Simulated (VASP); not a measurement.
# Bi (Im-3m) in VASP: notebook

The runs below take Bi through relaxation of cell and atoms, with PBEsol+D4, RPBE+D3(BJ), RPBE+D4.

Program: VASP 6.6.1. These are calculated values, not measurements. Logs are shortened: lines on timing, memory, paths and dates and some standing lists are left out, and cuts for length are marked.

### 1 The cell of the first run

The structure is cubic, space group Im-3m (No. 229). The conventional cell has a = 3.963 Å, b = 3.963 Å, c = 3.963 Å, α = 90.00°, β = 90.00°, γ = 90.00°. Within 4.5 Å of Bi (site symmetry m-3m) lie 14 Bi at 3.43 to 3.96 Å.

### 2 Relaxation of cell and atoms, PBEsol+D4

Input file INCAR:

```
PREC = Accurate
ENCUT = 600
EDIFF = 1E-6
ISMEAR = -1
SIGMA = 0.05
LREAL = False
LASPH = True
NELM = 100
ALGO = Normal
ISIF = 3
LWAVE = False
LCHARG = False
GGA = PS
IVDW = 13
IBRION = 2
NSW = 60
EDIFFG = -0.01
```

Input file KPOINTS:

```
Automatic mesh
0
Gamma
  9 9 9
```

Input file POSCAR:

```
Bi
1.0
   -1.9814305318      1.9814305318      1.9814305318
    1.9814305318     -1.9814305318      1.9814305318
    1.9814305318      1.9814305318     -1.9814305318
Bi
1
Direct
    0.0000000000      0.0000000000      0.0000000000
```

Potentials or basis: VASP PAW PBE potentials, release 64 (Bi_d).

Launch:

```console
> cat potpaw_PBE.64/Bi_d/POTCAR > POTCAR
> mpirun -np 1 vasp_std > vasp.out
```

OUTCAR:

```text
PREC = Accurate
   ENCUT = 600
   EDIFF = 1E-6
   ISMEAR = -1
   LREAL = False
   LASPH = True
   NELM = 100
   ISIF = 3
   GGA = PS
   IVDW = 13
   IBRION = 2
   NSW = 60
   EDIFFG = -0.01

 ion  position               nearest neighbor table
   1  0.000  0.000  0.000-

  LATTYP: Found a body centered cubic cell.
 ALAT       =     3.9628610636

  Lattice vectors:

 A1 = (  -1.9814305318,   1.9814305318,   1.9814305318)
 A2 = (   1.9814305318,  -1.9814305318,   1.9814305318)
 A3 = (   1.9814305318,   1.9814305318,  -1.9814305318)

Analysis of symmetry for initial positions (statically):
=====================================================================
 Subroutine PRICEL returns:
 Original cell was already a primitive cell.

 Routine SETGRP: Setting up the symmetry group for a
 body centered cubic supercell.

 Subroutine GETGRP returns: Found 48 space group operations
[... 9 lines left out ...]

 Routine SETGRP: Setting up the symmetry group for a
 body centered cubic supercell.

 Subroutine GETGRP returns: Found 48 space group operations
[... 11 lines left out ...]
                                     Primitive cell

  volume of cell :      31.1169

  direct lattice vectors                    reciprocal lattice vectors
    -1.981430532  1.981430532  1.981430532     0.000000000  0.252342937  0.252342937
     1.981430532 -1.981430532  1.981430532     0.252342937  0.000000000  0.252342937
     1.981430532  1.981430532 -1.981430532     0.252342937  0.252342937  0.000000000

  length of vectors
     3.431938353  3.431938353  3.431938353     0.356866804  0.356866804  0.356866804

  position of ions in fractional coordinates (direct lattice)
     0.000000000  0.000000000  0.000000000

  ion indices of the primitive-cell ions
   primitive index   ion index
                 1           1

----------------------------------------------------------------------------------------

 KPOINTS: Automatic mesh

Automatic generation of k-mesh.
 Grid dimensions read from file:
 generate k-points for:    9    9    9

 Generating k-lattice:

  Cartesian coordinates                     Fractional coordinates (reciprocal lattice)
     0.000000000  0.028038104  0.028038104     0.111111111  0.000000000  0.000000000
     0.028038104  0.000000000  0.028038104     0.000000000  0.111111111  0.000000000
     0.028038104  0.028038104  0.000000000     0.000000000  0.000000000  0.111111111

  Length of vectors
     0.039651867  0.039651867  0.039651867

  Shift w.r.t. Gamma in fractional coordinates (k-lattice)
     0.000000000  0.000000000  0.000000000

 Subroutine IBZKPT returns following result:
[... 42 lines left out ...]
   ICHARG =      2    charge: 1-file 2-atom 10-const
   ISPIN  =      1    spin polarized calculation?
   LNONCOLLINEAR =      F non collinear calculations
   LSORBIT =      F    spin-orbit coupling
   LASPH  =      T    aspherical Exc in radial PAW
   ENCUT  =  600.0 eV  44.10 Ry    6.64 a.u.   6.85  6.85  6.85*2*pi/ulx,y,z
   NELM   =    100;   NELMIN=  2; NELMDL= -5     # of ELM steps
   EDIFF  = 0.1E-05   stopping-criterion for ELM
   LREAL  =      F    real-space projection
   EDIFFG = -.1E-01   stopping-criterion for IOM
   NSW    =     60    number of steps for IOM
   IBRION =      2    ionic relax: 0-MD 1-quasi-New 2-CG
   NFREE  =      1    steps in history (QN), initial steepest desc. (CG)
   ISIF   =      3    stress and relaxation
   ISYM   =      2    0-nonsym 1-usesym 2-fastsym
   POTIM  = 0.5000    time-step for ionic-motion
   TEBEG  =    0.0;   TEEND  =   0.0 temperature during run
   PSTRESS=    0.0 pullay stress
   NELECT =      15.0000    total number of electrons
   NUPDOWN=      -1.0000    fix difference up-down
   EMIN   =  10.00;   EMAX   =-10.00  energy-range for DOS
   EFERMI =   0.00;   METHOD = LEGACY
   ISMEAR =    -1;   SIGMA  =   0.05  broadening in eV -4-tet -1-fermi 0-gaus
   EFERMI_NEDOS =   21; number of points for ismear=-14 and -15
   IALGO  =     38    algorithm
   IMIX   =      4    mixing-type and parameters
     AMIX     =   0.40;   BMIX     =  1.00
     AMIX_MAG =   1.60;   BMIX_MAG =  1.00
  volume/ion in A,a.u.               =      31.12       209.99
  Fermi-wavevector in a.u.,A,eV,Ry     =   1.283630  2.425708 22.418388  1.647705
  Thomas-Fermi vector in A             =   2.415871
   LORBIT       =      0    0 simple, 1 ext, 2 COOP (PROOUT), +10 PAW based schemes
   GGA     = PS    functional components
   LHFCALC =     F    Hartree Fock is set to
   AEXX    =    0.0000 exact exchange contribution
   IVDW    =    13    specifies the selected vdW correction
   LEPSILON=     F    determine dielectric tensor
   LRPA    =     F    only Hartree local field effects (RPA)
 conjugate gradient relaxation of ions
 non-spin polarized calculation
  energy-cutoff  :      600.00
  volume of cell :       31.12
 maximum number of plane-waves:      1055
   NGX = 13   NGY = 13   NGZ = 13

--------------------------------------- Ionic step        1  -------------------------------------------

 number of electron      14.9999994 magnetization

 Free energy of the ion-electron system (eV)
  ---------------------------------------------------
  ext. energy  EPLUGINS =         0.00000000
  ---------------------------------------------------
  free energy    TOTEN  =        -4.22742945 eV

  energy without entropy =       -4.22326224  energy(sigma->0) =       -4.22534584

------------------------ aborting loop because EDIFF is reached ----------------------------------------

  DFT-D4 for vdW energy calculation

  Edisp (eV):   -0.31867
[... 69 lines left out ...]
--------------------------------------- Ionic step        3  -------------------------------------------

 number of electron      15.0000005 magnetization

 Free energy of the ion-electron system (eV)
  ---------------------------------------------------
  ext. energy  EPLUGINS =         0.00000000
  ---------------------------------------------------
  free energy    TOTEN  =        -4.22943401 eV

  energy without entropy =       -4.22449776  energy(sigma->0) =       -4.22696589

 E-fermi :   8.6818     XC(G=0): -10.7487

 val. band max:        8.6646445546   @ k =   0.2222   0.0000   0.0000
 cond. band min:       8.7124636732   @ k =  -0.2222   0.2222   0.1111
 fundamental gap:      0.0478191186
 Fermi energy:         8.6818204998

 k-point     1 :       0.0000    0.0000    0.0000
  band No.  band energies     occupation
      1     -14.4285      2.00000
      2     -14.4285      2.00000
      3     -14.4285      2.00000
      4     -14.2686      2.00000
      5     -14.2686      2.00000
      6      -5.4248      2.00000
      7      14.1707      0.00000
      8      14.1707      0.00000
      9      14.1707      0.00000
     10      18.5395      0.00000
     11      19.0595      0.00000
[... 309 lines left out ...]
 k-point    24 :      -0.4444   -0.4444    0.1111
  band No.  band energies     occupation
      1     -14.4175      2.00000
      2     -14.3765      2.00000
      3     -14.3201      2.00000
      4     -14.2752      2.00000
      5     -14.1822      2.00000
      6      -1.5286      2.00000
      7       3.8560      2.00000
      8       7.6467      2.00000
      9      11.4206      0.00000
     10      16.1865      0.00000
     11      17.6709      0.00000

 [... further k-points ...]

------------------------ aborting loop because EDIFF is reached ----------------------------------------

  DFT-D4 for vdW energy calculation

  Edisp (eV):   -0.33964
[... 24 lines left out ...]
  FREE ENERGIE OF THE ION-ELECTRON SYSTEM (eV)
  ---------------------------------------------------
  free  energy   TOTEN  =        -4.5690735985 eV

  energy  without entropy=       -4.5641373427  energy(sigma->0) =       -4.56660547

 reached required accuracy - stopping structural energy minimisation
```

OSZICAR:

```text
N       E                     dE             d eps       ncg     rms          rms(c)
DAV:   1     0.106287775955E+03    0.10629E+03   -0.87518E+03   770   0.172E+03
DAV:   2     0.103879032174E+01   -0.10525E+03   -0.10354E+03   785   0.373E+02
DAV:   3    -0.411002983264E+01   -0.51488E+01   -0.51099E+01   935   0.896E+01
[... 23 lines left out ...]
DAV:   4    -0.422920921398E+01   -0.17310E-03   -0.21787E-03   800   0.628E-01    0.666E-02
DAV:   5    -0.422949690738E+01   -0.28769E-03   -0.19949E-03   824   0.451E-01    0.298E-02
DAV:   6    -0.422942963993E+01    0.67267E-04   -0.23846E-04   833   0.208E-01    0.731E-03
DAV:   7    -0.422943424434E+01   -0.46044E-05   -0.13862E-05   854   0.272E-02    0.179E-03
DAV:   8    -0.422943401340E+01    0.23094E-06   -0.28183E-07   457   0.589E-03
   3 F= -.45690736E+01 E0= -.45666055E+01  d E =-.229725E-01
```

It took 39 s on 1 thread of Intel Xeon Platinum 8488C (Sapphire Rapids), shared host; peak memory 0.17 GiB.

Results:

```
Free energy                            : -4.5691 eV
Relaxed volume                         : 29.18 Å³/atom
Relaxed cell                           : a = 3.359 Å, b = 3.359 Å, c = 3.359 Å, α = 109.47°, β = 109.47°, γ = 109.47°
Space group after relaxing (to 0.05 Å) : Im-3m (No. 229)
Energy gained by relaxing              : 23.0 meV/atom
Ionic steps                            : 3
Pressure after relaxing                : 0.0 GPa
Dispersion energy per atom             : -0.340 eV
```

Step by step:
| step | energy change (eV) | largest force (eV/Å) | pressure (GPa) | volume (Å³) |
| --- | --- | --- | --- | --- |
| 1 | 0.0000 | 0.0000 | -3.59 | 31.12 |
| 2 | -0.0143 | 0.0000 | 2.60 | 28.08 |
| 3 | -0.0230 | 0.0000 | 0.04 | 29.18 |

Final structure:
```
Bi
1.0
    -1.93941    1.93941    1.93941
     1.93941   -1.93941    1.93941
     1.93941    1.93941   -1.93941
Bi
1
Direct
  0.00000 0.00000 0.00000
```

Caveat: the PAW data sets were made with another functional, which shifts forces and pressure a little; spin-orbit coupling is left out, which moves the levels of the heavy elements; pairwise dispersion overbinds metals, which lowers pressure and volume.

[end of part 1 of 2]
